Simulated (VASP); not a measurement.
The system is TiB2.

```
Ti B
1.0
     3.02920    0.00000    0.00000
    -1.51460    2.62336    0.00000
     0.00000    0.00000    3.22840
Ti B
1 2
Cartesian
  0.0000 0.0000 0.0000
  1.5146 0.8745 1.6142
  0.0000 1.7489 1.6142
```

| Item | Value |
| --- | --- |
| Program | VASP 6.6.1 |
| Task | relaxation of cell and atoms |
| Functional | BLYP |
| Dispersion | D4 |
| Potentials or basis | VASP PAW PBE potentials, release 64 (Ti_sv, B) |
| Cutoff | 600 eV |
| k mesh | 10 × 10 × 8 |
| Occupations | fermi-dirac, width 0.05 eV |
| Spin | no spin polarisation |

At the start: pressure -8.0 GPa; volume 8.55 Å³/atom.

Task: How do energy, volume and symmetry change on relaxing?

Result: Over 5 steps the energy falls by 7.0 meV/atom and the volume is 8.27 Å³/atom (-3.3 %); space group P6/mmm (No. 191, to 0.05 Å).

The path:
```
step  energy change (eV)  largest force (eV/Å)  pressure (GPa)  volume (Å³)
   1              0.0000                0.0000           -7.96        25.66
   2             -0.0015                0.0000            8.37        24.11
   3             -0.0206                0.0000           -0.09        24.85
   4             -0.0206                0.0000            0.06        24.84
   5             -0.0209                0.0000            0.12        24.82
```

Final structure:
```
CELL_PARAMETERS angstrom
2.99807 0.00000 0.00000
-1.49904 2.59641 0.00000
0.00000 0.00000 3.18816
ATOMIC_POSITIONS crystal
Ti 0.00000 0.00000 0.00000
B 0.66667 0.33333 0.50000
B 0.33333 0.66667 0.50000
```

Caveat: the PAW data sets were made with another functional, which shifts forces and pressure a little; pairwise dispersion overbinds metals, which lowers pressure and volume.
